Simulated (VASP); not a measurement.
MgS:

```xyz
2
Lattice="0.0000 2.6015 2.6098 2.6015 0.0000 2.6098 2.6015 2.6015 0.0000" Properties=species:S:1:pos:R:3 pbc="T T T"
Mg    0.0000    0.0000    0.0000
S     2.6015    2.6015    2.6098
```

This cell differs from its parent crystal: uniaxial z strain +0.3%.

Base run:

```yaml
Program: VASP 6.6.1
Functional: r2SCAN
Potentials_or_basis: VASP PAW PBE potentials, release 64 (Mg, S)
Cutoff: 520 eV
k_mesh: 8 × 8 × 8
Occupations: gaussian, width 0.01 eV
Spin: no spin polarisation
```

Its results: band gap on the k mesh 3.41 eV (least direct gap 4.58 eV); pressure -0.7 GPa.

Task: The run is repeated on the same cell with these changes: functional from r2SCAN to PBE; occupations from gaussian, width 0.01 eV to fermi-dirac, width 0.02 eV. What comes out?

Result: Band gap on the k mesh 2.75 eV (least direct gap 3.68 eV); pressure 0.6 GPa.

Caveats: the PAW data sets were made with another functional, which shifts forces and pressure a little (at least some runs).

A k mesh can miss the band edges.
